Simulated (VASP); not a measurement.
Write the native input for VASP 6.6.1 that does the following.

```
Task                   : single point
Functional             : revPBE
Potentials or basis    : VASP PAW PBE potentials, release 64 (In_d)
Cutoff                 : 520 eV
k mesh                 : 13 × 13 × 11
Occupations            : fermi-dirac, width 0.1 eV
Spin                   : no spin polarisation
Dipole correction      : no
Further INCAR settings : ALGO = Normal; EDIFF = 1e-06; NBANDS = 20
```

The structure of In lies in POSCAR:

```
In
1.0
   -3.9400953902      3.9122426968      1.6127896179
    3.9122426968     -3.9400953902      1.6127896179
    2.1745545768      2.1745545768     -1.6638018769
In
2
Direct
    0.9991831451      0.0008168549      1.0000000000
    0.7508168549      0.2491831451      0.5000000000
```

This cell differs from its parent crystal: volume scaled by 0.96.

The input as run:

INCAR

```
  ALGO = Normal
  EDIFF = 1E-6
  ENCUT = 520
  GGA = RE
  ISIF = 2
  ISMEAR = -1
  LASPH = True
  LCHARG = True
  LELF = True
  LREAL = False
  LVHAR = True
  LWAVE = False
  NBANDS = 20
  NELM = 80
  PREC = Accurate
  SIGMA = 0.1
```

KPOINTS

```
k-points
0
Gamma
  13 13 11
```

Potentials or basis: VASP PAW PBE potentials, release 64 (In_d).

Run with:

```bash
$ cat potpaw_PBE.64/In_d/POTCAR > POTCAR
$ mpirun -np 1 vasp_std > vasp.out
```

It gave:

```
Pressure               : 1.4 GPa
Largest force          : 0.023 eV/Å
Band gap on the k mesh : zero (band 13 reaches 10.73 eV, above the bottom of band 14 at 4.24 eV)
```

Caveat: the PAW data sets were made with another functional, which shifts forces and pressure a little; spin-orbit coupling is left out, which moves the levels of the heavy elements.

Wall time 21 min on 1 thread of Oxide Virtual Turin-like Processor, with other jobs on the host, peak memory 0.54 GiB.
